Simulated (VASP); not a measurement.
Wanted: the native input for a VASP 6.6.1 run.

```
Task                   : relaxation of cell and atoms
Functional             : PBE
Potentials or basis    : VASP PAW PBE potentials, release 64 (Zn, Cd, Te)
Cutoff                 : 600 eV
k mesh                 : 3 × 3 × 4
Occupations            : gaussian, width 0.1 eV
Spin                   : no spin polarisation
Dipole correction      : no
Further INCAR settings : ALGO = Fast; EDIFF = 1e-07; IBRION = 2; EDIFFG = -0.04; NSW = 90; ISIF = 3
```

The structure of ZnCd3Te2 lies in POSCAR:

```
ZnCd3Te2
1.0
    6.1970214000      0.0000000000      0.0000000000
   -3.0985107000      5.3667779600      0.0000000000
    0.0000000000      0.0000000000      4.3525991500
Zn Cd Te
1 3 2
Direct
    0.0000000000      0.0000000000      0.8888130200
    0.5000000000      0.5000000000      0.4595159900
    0.5000000000      0.0000000000      0.4595159900
    0.0000000000      0.5000000000      0.4595159900
    0.6666666700      0.3333333300      0.9631379800
    0.3333333300      0.6666666700      0.9631379800
```

The cell was built from a structure type or drawn by symmetry, and may not be a known phase.

The input as run:

INCAR

```
PREC = Accurate ; ENCUT = 600
EDIFF = 1E-7 ; ISMEAR = 0
SIGMA = 0.1 ; LREAL = False
LASPH = True ; NELM = 80
ALGO = Fast ; ISIF = 3
LWAVE = False ; LCHARG = False
GGA = PE ; IBRION = 2
NSW = 90 ; EDIFFG = -0.04
```

KPOINTS

```
regular mesh
0
Gamma
  3 3 4
```

Potentials or basis: VASP PAW PBE potentials, release 64 (Zn, Cd, Te).

The run is started by

```console
$ cat potpaw_PBE.64/Zn/POTCAR potpaw_PBE.64/Cd/POTCAR potpaw_PBE.64/Te/POTCAR > POTCAR
$ mpirun -np 1 vasp_std > vasp.out
```

Results of the run:

The relaxed volume is 34.37 Å³/atom. The relaxed cell is a = 7.416 Å, b = 7.416 Å, c = 4.330 Å, α = 90.00°, β = 90.00°, γ = 120.00°. The space group after relaxing (to 0.1 Å) is P6mm (No. 183) and the pressure after relaxing is 0.0 GPa. The largest force after relaxing is 0.016 eV/Å and the band gap on the k mesh is zero (bands 30 and 31 overlap by 1.31 eV).

Caveat: the k points lie up to 0.36 Å⁻¹ apart in the final cell, too coarse for converged energies and pressures of a metal; the volume moved by over 15 % at a fixed basis, so the end points are rough; spin-orbit coupling is left out, which moves the levels of the heavy elements.

It took 52 min on 1 thread of Intel(R) Xeon(R) Platinum 8488C (Sapphire Rapids), with other jobs on the host, peak memory 0.37 GiB.
